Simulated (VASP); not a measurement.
Write the native input for VASP 6.6.1 that does the following.

| Quantity | Value |
| --- | --- |
| Task | relaxation of cell and atoms |
| Functional | PBE |
| Potentials or basis | VASP PAW PBE potentials, release 64 (Nb_sv, Si, O) |
| Cutoff | 600 eV |
| k mesh | 8 × 8 × 8 |
| Occupations | gaussian, width 0.1 eV |
| Spin | no spin polarisation |
| Dipole correction | no |
| Further INCAR settings | ALGO = Normal; EDIFF = 1e-07; IBRION = 2; EDIFFG = -0.01; NSW = 100; ISIF = 3 |

The structure of Nb2Si2O lies in POSCAR:

```
Nb2Si2O
1.0
    4.6285268990      0.0000000000      0.0000000000
    0.0000000000      4.6285268990      0.0000000000
    0.0000000000      0.0000000000      4.5000803657
Nb Si O
2 2 1
Direct
    0.0000000000      0.5000000000      0.5000000000
    0.5000000000      0.0000000000      0.5000000000
    0.0000000000      0.0000000000      0.0000000000
    0.0000000000      0.0000000000      0.5000000000
    0.5000000000      0.5000000000      0.5000000000
```

The cell was built from a structure type or drawn by symmetry, and may not be a known phase.

The input as run:

INCAR

```
SYSTEM = Nb2Si2O
  ALGO = Normal
  EDIFF = 1E-7
  EDIFFG = -0.01
  ENCUT = 600
  GGA = PE
  IBRION = 2
  ISIF = 3
  ISMEAR = 0
  LASPH = .True.
  LCHARG = .False.
  LREAL = .False.
  LWAVE = .False.
  NELM = 60
  NSW = 100
  PREC = Accurate
  SIGMA = 0.1
```

KPOINTS

```
k-points
0
Gamma
  8 8 8
  0 0 0
```

Potentials or basis: VASP PAW PBE potentials, release 64 (Nb_sv, Si, O).

Launch:

```sh
$ cat potpaw_PBE.64/Nb_sv/POTCAR potpaw_PBE.64/Si/POTCAR potpaw_PBE.64/O/POTCAR > POTCAR
$ mpirun -np 1 vasp_std > vasp.out
```

It gave:

```yaml
Relaxed_volume: 19.24 Å³/atom
Relaxed_cell: a = 4.626 Å, b = 4.626 Å, c = 4.496 Å, α = 90.00°, β = 90.00°, γ = 90.00°
Space_group_after_relaxing_to_0.1_Å: P4/mmm (No. 123)
Energy_gained_by_relaxing: 0.0 meV/atom
Ionic_steps: 3
Pressure_after_relaxing: 0.0 GPa
Band_gap_on_the_k_mesh: zero (bands 20 and 21 overlap by 1.57 eV)
```

It took 3.9 min on 1 thread of Intel(R) Xeon(R) 6975P-C (Granite Rapids), on a shared host, peak memory 0.38 GiB.
